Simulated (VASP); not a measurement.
MnS:

```
Mn S
1.0
     3.95358    0.00000    0.00000
    -1.97679    3.42390    0.00000
     0.00000    0.00000    6.34253
Mn S
2 2
Direct
  0.66667 0.33333 0.49884
  0.33333 0.66667 0.99884
  0.33333 0.66667 0.62615
  0.66667 0.33333 0.12615
```

Base run:

| Item | Value |
| --- | --- |
| Program | VASP 6.6.1 |
| Functional | PBE |
| Potentials or basis | VASP PAW PBE potentials, release 64 (Mn_pv, S) |
| Cutoff | 520 eV |
| k mesh | 8 × 8 × 4 |
| Occupations | fermi-dirac, width 0.05 eV |
| Spin | collinear spin, ferrimagnetic start |
| Starting moments | [0.92, -2.76, 0.0, 0.0] μB |

Its results: band gap on the k mesh 0.82 eV (least direct gap 1.50 eV); pressure -0.5 GPa; largest force 0.163 eV/Å.

After a change of settings the same cell gave: band gap on the k mesh zero (bands 19 and 20 overlap by 0.94 eV); pressure -19.6 GPa; largest force 0.130 eV/Å. Which change was it?
A. further incar settings from ALGO = Normal; EDIFF = 1e-06; NBANDS = 31 to ALGO = Normal; EDIFF = 1e-07; NBANDS = 31; moments at the start from [0.92, -2.76, 0.0, 0.0] to [4.0, -2.0, 0.0, 0.0]
B. spin from collinear spin, ferrimagnetic start to collinear spin, antiferromagnetic start; moments at the start from [0.92, -2.76, 0.0, 0.0] to [4.0, -4.0, 0.0, 0.0]
C. spin from collinear spin, ferrimagnetic start to no spin polarisation; further incar settings from ALGO = Normal; EDIFF = 1e-06; NBANDS = 31 to ALGO = Normal; EDIFF = 1e-06; NBANDS = 27

C.

Caveats: the cell stands under tension (at least some runs); semilocal functionals often make such compounds metallic where correlation or magnetic order opens a gap, which also shifts bond lengths (at least some runs).
